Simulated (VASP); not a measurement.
# Al5Ga3N8 (P1) in VASP: further runs, part 2 of 2

VASP 6.6.1. The steps go on from the part before.

### 3 Single point, PBEsol

Contents of INCAR:

```
SYSTEM = Al5Ga3N8
  PREC = Accurate
  ENCUT = 700
  EDIFF = 1E-6
  ISMEAR = -1
  SIGMA = 0.05
  LREAL = Auto
  LASPH = .TRUE.
  NELM = 120
  ALGO = Normal
  ISIF = 2
  LWAVE = .FALSE.
  LCHARG = .TRUE.
  GGA = PS
  LELF = .TRUE.
  LVHAR = .TRUE.
  NBANDS = 226
  ISYM = -1
  GGA_COMPAT = .FALSE.
```

Contents of KPOINTS:

```
explicit points
1
Reciprocal
  0.25000000   0.25000000   0.25000000 1
```

Contents of POSCAR:

```
Al5Ga3N8
1.0
    8.8446786861      0.0000000000      0.0000000000
    0.0000000000      8.8446786861      0.0000000000
    0.0000000000      0.0000000000      8.8446786861
Ga Al N
12 20 32
Direct
    0.9996520000      0.9973980000      0.0018140000
    0.9992590000      0.9977540000      0.4983050000
    0.9972500000      0.5013130000      0.0014850000
    0.9974290000      0.5012200000      0.4994930000
    0.2518270000      0.2478750000      0.0020650000
    0.2514920000      0.2479830000      0.4986950000
    0.2511090000      0.5007300000      0.2504100000
    0.2517080000      0.5026800000      0.7503800000
    0.7481860000      0.9974460000      0.7501360000
    0.9979990000      0.2492900000      0.7499330000
    0.5018130000      0.2492220000      0.7504930000
    0.5012530000      0.7505120000      0.2502230000
    0.5003890000      0.9983280000      0.0009840000
    0.4997820000      0.9981010000      0.4994720000
    0.5019910000      0.5004730000      0.0004250000
    0.5025960000      0.5002960000      0.4997920000
    0.2508930000      0.7507340000      0.9997950000
    0.2506950000      0.7509100000      0.5004590000
    0.7478700000      0.2497730000      0.0023230000
    0.7482810000      0.2495390000      0.4978770000
    0.7487680000      0.7488740000      0.0002510000
    0.7485620000      0.7487280000      0.4997410000
    0.2507170000      0.9980000000      0.2502760000
    0.2512810000      0.9962710000      0.7500360000
    0.7487080000      0.9994930000      0.2499130000
    0.7486350000      0.4988570000      0.2502920000
    0.7481610000      0.5010760000      0.7500960000
    0.9972730000      0.2484580000      0.2498560000
    0.9983520000      0.7499890000      0.2503000000
    0.9991880000      0.7494680000      0.7502870000
    0.5020930000      0.2482400000      0.2504410000
    0.5002270000      0.7495680000      0.7499380000
    0.1247660000      0.1239720000      0.1321520000
    0.1276590000      0.1206060000      0.6279920000
    0.1251180000      0.6311520000      0.1252510000
    0.1246820000      0.6307200000      0.6247460000
    0.6245340000      0.1235840000      0.1250320000
    0.6249090000      0.1237710000      0.6187350000
    0.6280530000      0.6218520000      0.1232860000
    0.6246100000      0.6252520000      0.6253390000
    0.3823670000      0.3750090000      0.1257830000
    0.3783950000      0.3777430000      0.6222940000
    0.3726590000      0.8772830000      0.1227220000
    0.3762550000      0.8742210000      0.6248770000
    0.8713700000      0.3718480000      0.1286310000
    0.8674390000      0.3747290000      0.6246650000
    0.8704720000      0.8710470000      0.1283590000
    0.8743730000      0.8681750000      0.6247740000
    0.3788700000      0.1204630000      0.3712760000
    0.3757980000      0.1179220000      0.8747160000
    0.3762330000      0.6253640000      0.3816390000
    0.3793210000      0.6281100000      0.8795600000
    0.8713660000      0.1267200000      0.3723410000
    0.8708410000      0.1262100000      0.8791420000
    0.8704620000      0.6277060000      0.3712320000
    0.8713680000      0.6281080000      0.8719500000
    0.1211570000      0.3716560000      0.3721160000
    0.1253340000      0.3751930000      0.8759220000
    0.1282490000      0.8707960000      0.3715140000
    0.1272370000      0.8711160000      0.8723860000
    0.6245200000      0.3751130000      0.3748600000
    0.6283340000      0.3777860000      0.8786000000
    0.6283060000      0.8776980000      0.3784080000
    0.6214110000      0.8710090000      0.8788140000
```

Potentials or basis: VASP PAW PBE potentials, release 64 (Ga_d, Al, N).

Run with:

```bash
$ cat potpaw_PBE.64/Ga_d/POTCAR potpaw_PBE.64/Al/POTCAR potpaw_PBE.64/N/POTCAR > POTCAR
$ mpirun -np 1 vasp_std > vasp.out
```

OUTCAR:

```text
SYSTEM = Al5Ga3N8
   PREC = Accurate
   ENCUT = 700
   EDIFF = 1E-6
   ISMEAR = -1
   LREAL = Auto
   LASPH = .TRUE.
   NELM = 120
   ISIF = 2
   GGA = PS
   ISYM = -1

 ion  position               nearest neighbor table
   1  1.000  0.997  0.002-  54 1.94  33 1.95  47 1.95  60 1.96  29 3.10  17 3.11  25 3.12  28 3.12
                            21 3.12  30 3.12  23 3.12
   2  0.999  0.998  0.498-  48 1.95  34 1.95  59 1.95  53 1.95  29 3.10  18 3.12  25 3.12  28 3.12
                            23 3.12  22 3.13  30 3.13
   3  0.997  0.501  0.001-  58 1.94  35 1.95  56 1.95  45 1.95  21 3.10  26 3.11  29 3.11  30 3.12
                            27 3.13  19 3.13  28 3.13
[... 534 lines left out ...]
  in kB       -2.3728110     -2.5075163     -2.2478853     -3.4792642     -3.5216354     -3.5774488
  external PRESSURE =      -2.3760709 kB  Pullay stress =       0.0000000 kB

 VOLUME and BASIS-vectors are now :
 -----------------------------------------------------------------------------
  energy-cutoff  :      700.00
  volume of cell :      691.90
      direct lattice vectors                 reciprocal lattice vectors
     8.844678686  0.000000000  0.000000000     0.113062332  0.000000000  0.000000000
     0.000000000  8.844678686  0.000000000     0.000000000  0.113062332  0.000000000
     0.000000000  0.000000000  8.844678686     0.000000000  0.000000000  0.113062332

 POSITION                                       TOTAL-FORCE (eV/Angst)
 -----------------------------------------------------------------------------------
      8.84160      8.82166      0.01604         0.007084      0.008970      0.007808
      8.83812      8.82481      4.40735         0.012116     -0.000210     -0.003287
      8.82036      4.43395      0.01313         0.016267     -0.007835      0.001375
      8.82194      4.43313      4.41786         0.007430     -0.003813     -0.008339
      2.22733      2.19237      0.01826        -0.007579      0.014006      0.001039
      2.22437      2.19333      4.41080        -0.001722      0.008745     -0.006404
[... 56 lines left out ...]
      5.55716      7.76296      3.34690        -0.002538     -0.005514      0.003160
      5.49618      7.70379      7.77283         0.012590      0.011126     -0.010880
 -----------------------------------------------------------------------------------
    total drift:                                0.012377     -0.016756      0.003518

  FREE ENERGIE OF THE ION-ELECTRON SYSTEM (eV)
  ---------------------------------------------------
  free  energy   TOTEN  =      -469.7822979723 eV

  energy  without entropy=     -469.7822979722  energy(sigma->0) =     -469.78229797
```

stdout:

```text
POSCAR found type information on POSCAR GaAlN
 POSCAR found :  3 types and      64 ions
 scaLAPACK will be used
 -----------------------------------------------------------------------------
|                                                                             |
|                                                                             |
|     You enforced a specific xc type in the INCAR file but a different       |
|     I HOPE YOU KNOW WHAT YOU ARE DOING!                                     |
|                                                                             |
 -----------------------------------------------------------------------------

 LDA part: xc-table for (Slater+PW92), standard interpolation
 POSCAR, INCAR and KPOINTS ok, starting setup
 FFT: planning ... GRIDC
 FFT: planning ... GRID_SOFT
 FFT: planning ... GRID
 WAVECAR not read
 entering main loop
```

It took 7 min on 1 thread of AMD EPYC 9R45 (Zen 5), shared host; peak memory 1 GiB.

Results:

| Quantity | Value |
| --- | --- |
| Free energy | -469.7823 eV |
| Pressure | -0.2 GPa |
| Largest force | 0.025 eV/Å |
| Band gap on the k mesh | 4.09 eV |

Forces on the atoms (eV/Å):
```
Ga   0.007  0.009  0.008
Ga   0.012  0.000 -0.003
Ga   0.016 -0.008  0.001
Ga   0.007 -0.004 -0.008
Ga  -0.008  0.014  0.001
Ga  -0.002  0.009 -0.006
Ga   0.001  0.000 -0.005
Ga   0.000 -0.014  0.005
Ga   0.000  0.004  0.006
Ga   0.004  0.007  0.008
Ga  -0.006  0.005  0.001
Ga  -0.005 -0.007 -0.006
Al  -0.011  0.002  0.008
Al  -0.008  0.008 -0.014
Al  -0.011 -0.004  0.010
Al  -0.010 -0.006 -0.008
Al   0.000 -0.015  0.010
Al   0.002 -0.009 -0.009
Al   0.001  0.010  0.008
Al  -0.005  0.015 -0.012
Al   0.000 -0.014  0.005
Al  -0.003 -0.012 -0.007
Al   0.001  0.009 -0.008
Al   0.000  0.003  0.008
Al  -0.001  0.004 -0.009
Al  -0.003 -0.005 -0.006
Al  -0.001 -0.006  0.010
Al   0.011  0.011 -0.002
Al   0.011 -0.011 -0.011
Al   0.011 -0.016  0.013
Al  -0.015  0.017 -0.010
Al  -0.011 -0.013  0.006
N   -0.003 -0.011 -0.008
N   -0.012  0.003 -0.009
N   -0.007  0.000  0.001
N   -0.004  0.000 -0.002
N    0.007 -0.012  0.001
N    0.006 -0.010  0.016
N   -0.001  0.010  0.005
N    0.006  0.013 -0.002
N    0.000 -0.006  0.001
N    0.000 -0.005  0.008
N    0.009 -0.003  0.004
N    0.004  0.000  0.005
N   -0.003  0.004 -0.006
N    0.007 -0.001  0.003
N   -0.003  0.009 -0.002
N   -0.004  0.013  0.001
N    0.001 -0.009  0.015
N    0.009  0.006 -0.004
N    0.007  0.007 -0.004
N    0.003  0.006 -0.018
N    0.001 -0.010  0.011
N    0.002 -0.014 -0.015
N   -0.002  0.001  0.014
N   -0.005  0.008 -0.003
N    0.004  0.004  0.013
N   -0.004 -0.001 -0.004
N   -0.012  0.008  0.016
N   -0.010  0.013 -0.006
N    0.010 -0.008  0.009
N    0.000 -0.009 -0.011
N   -0.003 -0.006  0.003
N    0.013  0.011 -0.011
```

Levels at points of the mesh, in eV from the valence-band top:
```csv
k point,band 185,band 186,band 187,band 188,band 189,band 190,band 191,band 192
"(0.25, 0.25, 0.25)",-0.27,-0.22,-0.02,0.00,4.09,4.10,4.10,4.16
```

Caveat: the PAW data sets were made with another functional, which shifts forces and pressure a little; a shifted mesh leaves out Γ, where band edges can lie.

### 4 Relaxation of volume and atoms at fixed shape, PBEsol

Contents of INCAR:

```
ALGO = Normal
EDIFF = 1E-7
EDIFFG = -0.03
ENCUT = 700
GGA = PS
GGA_COMPAT = False
IBRION = 2
ISIF = 8
ISMEAR = -1
ISYM = -1
LASPH = True
LCHARG = False
LREAL = Auto
LWAVE = False
NELM = 120
NELMIN = 4
NSW = 100
PREC = Accurate
SIGMA = 0.05
```

KPOINTS is that of step 3.

Contents of POSCAR:

```
Al5Ga3N8
1.0
    8.8469470000      0.0000000000      0.0000000000
    0.0000000000      8.8469470000      0.0000000000
    0.0000000000      0.0000000000      8.8469470000
Ga Al N
12 20 32
Direct
    0.0023260000      0.0017460000      0.9942800000
    0.9942000000      0.9997630000      0.5017380000
    0.9959740000      0.4968750000      0.0012500000
    0.0020240000      0.5043780000      0.4966530000
    0.2541210000      0.2501670000      0.9975730000
    0.2507330000      0.2503890000      0.5037230000
    0.2485070000      0.4959830000      0.2573910000
    0.2486200000      0.4979680000      0.7503480000
    0.7478270000      0.9986260000      0.7519140000
    0.0010200000      0.2461760000      0.7479010000
    0.5015520000      0.2506030000      0.7539150000
    0.4984950000      0.7460320000      0.2494170000
    0.4965950000      0.0013540000      0.0054060000
    0.4996230000      0.0024880000      0.4988960000
    0.4974990000      0.4990710000      0.9997170000
    0.4970970000      0.4998000000      0.4985630000
    0.2489390000      0.7496750000      0.9960450000
    0.2511720000      0.7530950000      0.4994000000
    0.7530330000      0.2504060000      0.0005970000
    0.7496950000      0.2497880000      0.5025690000
    0.7507370000      0.7456170000      0.0031760000
    0.7536830000      0.7478420000      0.4994010000
    0.2502250000      0.9975800000      0.2494440000
    0.2515890000      0.9969900000      0.7463330000
    0.7488440000      0.9981720000      0.2517870000
    0.7515470000      0.4998920000      0.2490480000
    0.7494610000      0.4952280000      0.7487690000
    0.0009970000      0.2479060000      0.2462960000
    0.9994570000      0.7516510000      0.2516100000
    0.9992970000      0.7515460000      0.7474040000
    0.5008140000      0.2472630000      0.2472440000
    0.5005090000      0.7514030000      0.7497230000
    0.1256770000      0.1250090000      0.1245660000
    0.1267170000      0.1235980000      0.6237750000
    0.1279240000      0.6211730000      0.1223240000
    0.1302230000      0.6224120000      0.6268700000
    0.6262070000      0.1266310000      0.1296010000
    0.6266040000      0.1247120000      0.6257710000
    0.6251260000      0.6261730000      0.1229810000
    0.6235550000      0.6209620000      0.6227780000
    0.3717290000      0.3749900000      0.1237270000
    0.3733290000      0.3709460000      0.6271170000
    0.3709980000      0.8712970000      0.1245040000
    0.3785140000      0.8773150000      0.6228940000
    0.8730190000      0.3744180000      0.1286090000
    0.8751110000      0.3721080000      0.6237260000
    0.8734350000      0.8757950000      0.1281160000
    0.8751110000      0.8755130000      0.6278440000
    0.3755490000      0.1260810000      0.3765760000
    0.3774490000      0.1262350000      0.8734140000
    0.3741240000      0.6227130000      0.3748020000
    0.3715250000      0.6270610000      0.8781560000
    0.8730230000      0.1233530000      0.3712180000
    0.8776050000      0.1270460000      0.8739230000
    0.8730290000      0.6243650000      0.3786450000
    0.8732220000      0.6250620000      0.8777230000
    0.1226730000      0.3775230000      0.3748030000
    0.1235110000      0.3766010000      0.8767770000
    0.1264900000      0.8745310000      0.3732870000
    0.1257490000      0.8737350000      0.8798920000
    0.6265240000      0.3751540000      0.3722650000
    0.6249860000      0.3742940000      0.8764750000
    0.6239970000      0.8759400000      0.3782870000
    0.6209580000      0.8723110000      0.8761200000
```

Run with:

```bash
$ cat potpaw_PBE.64/Ga_d/POTCAR potpaw_PBE.64/Al/POTCAR potpaw_PBE.64/N/POTCAR > POTCAR
$ mpirun -np 1 vasp_std > vasp.out
```

Run time: 57 min. Hardware: 1 thread of AMD EPYC 9R45 (Zen 5), shared host; peak memory 1.2 GiB.

The run converged. Its results:

```
Free energy                           : -469.7835 eV
Relaxed volume                        : 10.80 Å³/atom
Relaxed cell                          : a = 8.843 Å, b = 8.843 Å, c = 8.843 Å, α = 90.00°, β = 90.00°, γ = 90.00°
Space group after relaxing (to 0.1 Å) : P1 (No. 1)
Energy gained by relaxing             : 24.2 meV/atom
Ionic steps                           : 13
Pressure after relaxing               : -0.1 GPa
Largest force after relaxing          : 0.029 eV/Å
Band gap on the k mesh                : 4.09 eV
```

Forces on the atoms (eV/Å):
```
Ga   0.012  0.010 -0.001
Ga   0.008  0.022 -0.014
Ga   0.011  0.002  0.004
Ga  -0.001 -0.015 -0.004
Ga  -0.007  0.003  0.016
Ga   0.001  0.008 -0.004
Ga   0.004 -0.004  0.001
Ga  -0.006 -0.011  0.011
Ga  -0.008  0.006 -0.005
Ga   0.016  0.016  0.001
Ga  -0.008  0.002 -0.011
Ga   0.004  0.001 -0.013
Al   0.006  0.024  0.007
Al  -0.019  0.009  0.005
Al  -0.015 -0.008 -0.002
Al   0.013 -0.005 -0.007
Al  -0.008 -0.001 -0.002
Al  -0.014  0.003 -0.001
Al   0.002  0.003  0.007
Al  -0.004 -0.002  0.002
Al   0.011 -0.001  0.001
Al   0.016 -0.005 -0.009
Al  -0.012  0.002 -0.002
Al  -0.013  0.004  0.006
Al   0.007  0.019 -0.002
Al   0.000 -0.026 -0.005
Al  -0.001 -0.009  0.002
Al   0.009  0.005 -0.008
Al   0.008 -0.001  0.006
Al   0.013 -0.010  0.010
Al  -0.001 -0.009  0.006
Al  -0.006 -0.003  0.002
N    0.007 -0.019  0.005
N    0.008 -0.002 -0.012
N    0.022  0.004 -0.015
N   -0.005 -0.006  0.004
N    0.003  0.012 -0.005
N   -0.011 -0.010  0.005
N    0.006 -0.020 -0.010
N    0.003  0.001  0.005
N    0.008 -0.010  0.006
N    0.002  0.001  0.003
N   -0.011  0.014 -0.012
N   -0.024 -0.005  0.009
N   -0.009 -0.003 -0.004
N   -0.009  0.008  0.010
N   -0.003  0.000  0.003
N    0.025 -0.013 -0.005
N   -0.018 -0.005  0.003
N   -0.006  0.000 -0.009
N    0.003  0.014  0.008
N    0.002  0.002 -0.009
N    0.013  0.012  0.003
N    0.002 -0.004  0.015
N   -0.004 -0.025  0.014
N   -0.002  0.004 -0.020
N   -0.016 -0.002  0.010
N    0.003  0.008  0.007
N    0.015  0.002  0.007
N   -0.011  0.004 -0.001
N    0.003  0.001 -0.008
N    0.001  0.005 -0.011
N   -0.005  0.003  0.025
N   -0.007  0.000 -0.017
```

Stress tensor (GPa, compression positive):
```
-0.09 -0.35 -0.36
-0.35 -0.11 -0.36
-0.36 -0.36 -0.08
```

The path:
```tsv
step	energy change (eV)	largest force (eV/Å)	pressure (GPa)	volume (Å³)
1	0.0000	2.1229	0.32	692.44
2	-1.2001	1.0527	-0.84	694.61
3	-1.2978	0.7774	-0.76	694.13
4	-1.4828	0.3141	0.49	689.48
5	-1.4828	0.3095	0.47	689.55
6	-1.5308	0.1596	-0.09	691.44
7	-1.5309	0.1645	-0.11	691.48
8	-1.5433	0.0710	-0.05	691.26
9	-1.5434	0.0776	-0.03	691.23
10	-1.5467	0.0419	0.04	690.97
11	-1.5469	0.0514	0.07	690.90
12	-1.5482	0.0330	-0.05	691.32
13	-1.5483	0.0294	-0.09	691.45
```

Levels at points of the mesh, in eV from the valence-band top:
```
           k point  band 184  band 185  band 186  band 187  band 188  band 189  band 190  band 191  band 192  band 193
(0.25, 0.25, 0.25)     -0.35     -0.27     -0.22     -0.02      0.00      4.09      4.10      4.10      4.16      5.25
```

Caveat: the PAW data sets were made with another functional, which shifts forces and pressure a little; a shifted mesh leaves out Γ, where band edges can lie. A k mesh can miss the band edges.
